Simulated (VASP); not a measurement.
# TiO2 (P1) in VASP: a series of runs

Runs on TiO2. Level: PBEsol. Tasks: single point.

All numbers are computed with VASP 6.6.1; they aren't measurements. Logs are shortened: lines on timing, memory, paths and dates and some standing lists are left out, and cuts for length are marked.

## (1) The cell of the first run

The typed cell holds 6 atoms: a = 3.827 Å, b = 3.827 Å, c = 5.472 Å, α = 109.89°, β = 109.89°, γ = 90.01°.

## (2) Single point, PBEsol

INCAR reads:

```
ALGO = Normal
EDIFF = 1E-6
ENCUT = 520
GGA = PS
ISIF = 2
ISMEAR = 0
LASPH = True
LCHARG = False
LREAL = False
LWAVE = False
NBANDS = 33
NELM = 60
PREC = Accurate
SIGMA = 0.01
```

KPOINTS reads:

```
k-points
0
Gamma
  6 6 4
```

POSCAR reads:

```
TiO2
1.0
    2.7060340000     -2.7066550000      0.0000000000
    2.7060340000      2.7066550000      0.0000000000
   -2.6335310000      0.0000000000      4.7966370000
Ti O
2 4
Direct
    0.1341100000      0.8658900000      0.2500000000
    0.8658900000      0.1341100000      0.7500000000
    0.3312210000      0.0887550000      0.6671490000
    0.6687790000      0.9112450000      0.3328510000
    0.9149395972      0.6650844028      0.8328510000
    0.0887550000      0.3312210000      0.1671490000
```

Potentials or basis: VASP PAW PBE potentials, release 64 (Ti_sv, O).

The run is started by

```
> cat potpaw_PBE.64/Ti_sv/POTCAR potpaw_PBE.64/O/POTCAR > POTCAR
> mpirun -np 1 vasp_std > vasp.out
```

OUTCAR:

```text
EDIFF = 1E-6
   ENCUT = 520
   GGA = PS
   ISIF = 2
   ISMEAR = 0
   LASPH = True
   LREAL = False
   NELM = 60
   PREC = Accurate

 ion  position               nearest neighbor table
   1  0.134  0.866  0.250-   4 1.93   6 1.93   6 1.98   4 1.98   5 2.00   3 2.00
   2  0.866  0.134  0.750-   5 1.92   3 1.93   3 1.98   5 1.99   6 2.00   4 2.00
   3  0.331  0.089  0.667-   2 1.93   2 1.98   1 2.00
   4  0.669  0.911  0.333-   1 1.93   1 1.98   2 2.00
   5  0.915  0.665  0.833-   2 1.92   2 1.99   1 2.00
   6  0.089  0.331  0.167-   1 1.93   1 1.98   2 2.00

  LATTYP: Found a base centered monoclinic cell.
 ALAT       =     5.4120680000
 B/A-ratio  =     1.0002294871
 C/A-ratio  =     1.0110809974
 COS(beta)  =    -0.4812705001

  Lattice vectors:

 A1 = (   2.7060340000,  -2.7066550000,   0.0000000000)
 A2 = (   2.7060340000,   2.7066550000,   0.0000000000)
 A3 = (  -2.6335310000,   0.0000000000,   4.7966370000)

Analysis of symmetry for initial positions (statically):
=====================================================================
 Subroutine PRICEL returns:
 Original cell was already a primitive cell.

 Routine SETGRP: Setting up the symmetry group for a
 base centered monoclinic supercell.

 Subroutine GETGRP returns: Found  1 space group operations
 (whereof  1 operations were pure point group operations)
 out of a pool of  4 trial point group operations.

The static configuration has the point symmetry C_1 .

Analysis of symmetry for dynamics (positions and initial velocities):
=====================================================================
 Subroutine PRICEL returns:
 Original cell was already a primitive cell.

 Routine SETGRP: Setting up the symmetry group for a
 base centered monoclinic supercell.

 Subroutine GETGRP returns: Found  1 space group operations
 (whereof  1 operations were pure point group operations)
 out of a pool of  4 trial point group operations.

The dynamic configuration has the point symmetry C_1 .

 Subroutine INISYM returns: Found  1 space group operations
 (whereof  1 operations are pure point group operations),
 and found     1 'primitive' translations

----------------------------------------------------------------------------------------

                                     Primitive cell

  volume of cell :      70.2640

  direct lattice vectors                    reciprocal lattice vectors
     2.706034000 -2.706655000  0.000000000     0.184772253 -0.184729860  0.101446796
     2.706034000  2.706655000  0.000000000     0.184772253  0.184729860  0.101446796
    -2.633531000  0.000000000  4.796637000     0.000000000  0.000000000  0.208479399

  length of vectors
     3.827349122  3.827349122  5.472039111     0.280280858  0.280280858  0.208479399

  position of ions in fractional coordinates (direct lattice)
     0.134110000  0.865890000  0.250000000
     0.865890000  0.134110000  0.750000000
     0.331221000  0.088755000  0.667149000
     0.668779000  0.911245000  0.332851000
     0.914939597  0.665084403  0.832851000
     0.088755000  0.331221000  0.167149000

  ion indices of the primitive-cell ions
   primitive index   ion index
                 1           1
                 2           2
                 3           3
                 4           4
                 5           5
                 6           6

----------------------------------------------------------------------------------------

 KPOINTS: k-points

Automatic generation of k-mesh.
 Grid dimensions read from file:
 generate k-points for:    6    6    4

 Generating k-lattice:

  Cartesian coordinates                     Fractional coordinates (reciprocal lattice)
     0.030795376 -0.030788310  0.016907799     0.166666667  0.000000000  0.000000000
     0.030795376  0.030788310  0.016907799     0.000000000  0.166666667  0.000000000
     0.000000000  0.000000000  0.052119850     0.000000000  0.000000000  0.250000000

  Length of vectors
     0.046713476  0.046713476  0.052119850

  Shift w.r.t. Gamma in fractional coordinates (k-lattice)
     0.000000000  0.000000000  0.000000000

 Subroutine IBZKPT returns following result:
 ===========================================

 Found     76 irreducible k-points:

 Following reciprocal coordinates:
            Coordinates               Weight
  0.000000  0.000000  0.000000      1.000000
  0.166667  0.000000  0.000000      2.000000
 -0.000000 -0.166667 -0.000000      2.000000
  0.333333  0.000000  0.000000      2.000000
 -0.000000 -0.333333 -0.000000      2.000000
  0.500000  0.000000  0.000000      1.000000
[... 16 lines left out ...]
 -0.000000 -0.166667 -0.250000      2.000000
  0.333333  0.000000  0.250000      2.000000
 [... further k-points ...]
   k-points           NKPTS =     76   k-points in BZ     NKDIM =     76   number of bands    NBANDS=     33
   number of dos      NEDOS =    301   number of ions     NIONS =      6
   total plane-waves  NPLWV =  32928
   dimension x,y,z NGX =    28 NGY =   28 NGZ =   42
   dimension x,y,z NGXF=    56 NGYF=   56 NGZF=   84
   ions per type =               2   4
   NGX,Y,Z   is equivalent  to a cutoff of  12.16, 12.16, 12.76 a.u.
   NGXF,Y,Z  is equivalent  to a cutoff of  24.32, 24.32, 25.52 a.u.
 SYSTEM =  unknown system
   PREC   = accura    normal or accurate (medium, high low for compatibility)
   ISTART =      0    job   : 0-new  1-cont  2-samecut
   ICHARG =      2    charge: 1-file 2-atom 10-const
   ISPIN  =      1    spin polarized calculation?
   LNONCOLLINEAR =      F non collinear calculations
   LSORBIT =      F    spin-orbit coupling
   LASPH  =      T    aspherical Exc in radial PAW
   ENCUT  =  520.0 eV  38.22 Ry    6.18 a.u.   7.12  7.12 10.17*2*pi/ulx,y,z
   NELM   =     60;   NELMIN=  2; NELMDL= -5     # of ELM steps
   EDIFF  = 0.1E-05   stopping-criterion for ELM
   LREAL  =      F    real-space projection
   EDIFFG = 0.1E-04   stopping-criterion for IOM
   NSW    =      0    number of steps for IOM
   IBRION =     -1    ionic relax: 0-MD 1-quasi-New 2-CG
   NFREE  =      0    steps in history (QN), initial steepest desc. (CG)
   ISIF   =      2    stress and relaxation
   ISYM   =      2    0-nonsym 1-usesym 2-fastsym
   POTIM  = 0.5000    time-step for ionic-motion
   TEBEG  =    0.0;   TEEND  =   0.0 temperature during run
   PSTRESS=    0.0 pullay stress
   NELECT =      48.0000    total number of electrons
   NUPDOWN=      -1.0000    fix difference up-down
   EMIN   =  10.00;   EMAX   =-10.00  energy-range for DOS
   EFERMI =   0.00;   METHOD = LEGACY
   ISMEAR =     0;   SIGMA  =   0.01  broadening in eV -4-tet -1-fermi 0-gaus
   EFERMI_NEDOS =   21; number of points for ismear=-14 and -15
   IALGO  =     38    algorithm
   IMIX   =      4    mixing-type and parameters
     AMIX     =   0.40;   BMIX     =  1.00
     AMIX_MAG =   1.60;   BMIX_MAG =  1.00
  volume/ion in A,a.u.               =      11.71        79.03
  Fermi-wavevector in a.u.,A,eV,Ry     =   1.441820  2.724644 28.284385  2.078844
  Thomas-Fermi vector in A             =   2.560409
   LORBIT       =      0    0 simple, 1 ext, 2 COOP (PROOUT), +10 PAW based schemes
   GGA     = PS    functional components
   LHFCALC =     F    Hartree Fock is set to
   AEXX    =    0.0000 exact exchange contribution
   IVDW    =     0    specifies the selected vdW correction
   LEPSILON=     F    determine dielectric tensor
   LRPA    =     F    only Hartree local field effects (RPA)
 non-spin polarized calculation
 Gauss-broadening in eV      SIGMA  =   0.01
  energy-cutoff  :      520.00
  volume of cell :       70.26
 maximum number of plane-waves:      1908
   NGX = 15   NGY = 15   NGZ = 21

 number of electron      47.9999994 magnetization

 Free energy of the ion-electron system (eV)
  ---------------------------------------------------
  ext. energy  EPLUGINS =         0.00000000
  ---------------------------------------------------
  free energy    TOTEN  =       -56.16183455 eV

  energy without entropy =      -56.16183455  energy(sigma->0) =      -56.16183455

 E-fermi :   3.0310     XC(G=0): -10.8606

 val. band max:        2.9904468471   @ k =   0.5000   0.5000   0.0000
 cond. band min:       4.9990694768   @ k =   0.0000   0.0000   0.0000
 fundamental gap:      2.0086226297
 Fermi energy:         3.0309870153

 k-point     1 :       0.0000    0.0000    0.0000
  band No.  band energies     occupation
      1     -53.2496      2.00000
      2     -53.1949      2.00000
      3     -29.7926      2.00000
      4     -29.5717      2.00000
      5     -29.5706      2.00000
      6     -29.5087      2.00000
[... 25 lines left out ...]
     32       8.0906      0.00000
     33       8.0924      0.00000

 k-point     2 :       0.1667    0.0000    0.0000
  band No.  band energies     occupation
      1     -53.2463      2.00000
      2     -53.1973      2.00000
      3     -29.7834      2.00000
      4     -29.6005      2.00000
      5     -29.5743      2.00000
      6     -29.5178      2.00000
[... 25 lines left out ...]
     32       8.3478      0.00000
     33       8.6907      0.00000

 k-point     3 :      -0.0000   -0.1667   -0.0000
  band No.  band energies     occupation
      1     -53.2463      2.00000
      2     -53.1973      2.00000
      3     -29.7833      2.00000
      4     -29.6016      2.00000
      5     -29.5733      2.00000
      6     -29.5188      2.00000
[... 25 lines left out ...]
     32       8.3468      0.00000
     33       8.6914      0.00000

 k-point     4 :       0.3333    0.0000    0.0000
  band No.  band energies     occupation
      1     -53.2382      2.00000
      2     -53.2035      2.00000
      3     -29.7634      2.00000
      4     -29.6582      2.00000
      5     -29.5791      2.00000
      6     -29.5358      2.00000
[... 673 lines left out ...]
     32       8.4917      0.00000
     33       8.5852      0.00000

 k-point    23 :      -0.0000   -0.1667   -0.2500
  band No.  band energies     occupation
      1     -53.2342      2.00000
      2     -53.2095      2.00000
      3     -29.7051      2.00000
      4     -29.6257      2.00000
      5     -29.5866      2.00000
      6     -29.5242      2.00000
[... 25 lines left out ...]
     32       8.4894      0.00000
     33       8.5872      0.00000

 k-point    24 :       0.3333    0.0000    0.2500
  band No.  band energies     occupation
      1     -53.2287      2.00000
      2     -53.2130      2.00000
      3     -29.7238      2.00000
      4     -29.6633      2.00000
      5     -29.5862      2.00000
      6     -29.5504      2.00000
[... 25 lines left out ...]
     32       8.7434      0.00000
     33       8.9360      0.00000

 [... further k-points ...]
[... 5 lines left out ...]
  --------------------------------------------------------------------------------------
  -------------------------------------------------------------------------------------
  Total       -3.0546223     -3.0520467     -2.9305023      0.0277870     -0.0766820     -0.2457340
  in kB      -69.6522430    -69.5935126    -66.8220282      0.6336068     -1.7485206     -5.6032856
  external PRESSURE =     -68.6892612 kB  Pullay stress =       0.0000000 kB

 VOLUME and BASIS-vectors are now :
 -----------------------------------------------------------------------------
  energy-cutoff  :      520.00
  volume of cell :       70.26
      direct lattice vectors                 reciprocal lattice vectors
     2.706034000 -2.706655000  0.000000000     0.184772253 -0.184729860  0.101446796
     2.706034000  2.706655000  0.000000000     0.184772253  0.184729860  0.101446796
    -2.633531000  0.000000000  4.796637000     0.000000000  0.000000000  0.208479399

 POSITION                                       TOTAL-FORCE (eV/Angst)
 -----------------------------------------------------------------------------------
      2.04765      1.98068      1.19916        -0.000788      0.046019      0.008931
      0.73089     -1.98068      3.59748        -0.003079     -0.076091      0.000837
     -0.62049     -0.65627      3.20007         0.007528     -0.098230     -0.210598
      3.39903      0.65627      1.59657        -0.008058      0.025340      0.207909
      2.08226     -0.67627      3.99488         0.077272      0.123498      0.202966
      0.69628      0.65627      0.80175        -0.072875     -0.020536     -0.210045
 -----------------------------------------------------------------------------------
    total drift:                               -0.000296     -0.000033     -0.000134

  FREE ENERGIE OF THE ION-ELECTRON SYSTEM (eV)
  ---------------------------------------------------
  free  energy   TOTEN  =       -56.1618345498 eV

  energy  without entropy=      -56.1618345498  energy(sigma->0) =      -56.16183455
```

It took 1.9 min on 1 thread of Intel Xeon Platinum 8488C (Sapphire Rapids), shared host; peak memory 0.26 GiB.

What came out:

| Item | Value |
| --- | --- |
| Free energy | -56.1618 eV |
| Pressure | -6.9 GPa |
| Largest force | 0.250 eV/Å |
| Band gap on the k mesh | 2.01 eV (least direct gap 2.34 eV) |

Forces on the atoms (eV/Å):
```
Ti  -0.001  0.046  0.009
Ti  -0.003 -0.076  0.001
O    0.008 -0.098 -0.211
O   -0.008  0.025  0.208
O    0.077  0.123  0.203
O   -0.073 -0.021 -0.210
```

Caveat: the cell stands under tension; the PAW data sets were made with another functional, which shifts forces and pressure a little. A k mesh can miss the band edges.

(Part 1 of 2 ends here.)
